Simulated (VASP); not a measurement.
A run of VASP 6.6.1 is set up as follows.

File INCAR:

```
PREC = Accurate
ENCUT = 520
EDIFF = 1E-6
ISMEAR = -1
SIGMA = 0.1
LREAL = F
LASPH = T
NELM = 80
ALGO = Normal
ISIF = 2
LWAVE = F
LCHARG = F
GGA = PS
NBANDS = 32
```

File KPOINTS:

```
regular mesh
0
Gamma
  14 14 4
```

File POSCAR:

```
Ti
1.0
    2.8159406866      0.0000000000      0.0000000000
   -1.4079703433      2.4386761702      0.0000000000
    0.0000000000      0.0000000000      9.0111032040
Ti
4
Direct
    0.0000000000      1.0000000000      0.0000000000
    0.0000000000      1.0000000000      0.5000000000
    0.3333333333      0.6666666667      0.2500000000
    0.6666666667      0.3333333333      0.7500000000
```

Potentials or basis: VASP PAW PBE potentials, release 64 (Ti_sv).

Command:

```console
$ cat potpaw_PBE.64/Ti_sv/POTCAR > POTCAR
$ mpirun -np 1 vasp_std > vasp.out
```

Predict the band gap on the k mesh.

zero (bands 24 and 25 overlap by 1.24 eV).

Estimate the pressure.

10.8 GPa.

Stress tensor (GPa, compression positive):
```
10.71  0.00  0.00
 0.00 10.71  0.00
 0.00  0.00 10.94
```

Caveat: the cell stands under pressure; the PAW data sets were made with another functional, which shifts forces and pressure a little.
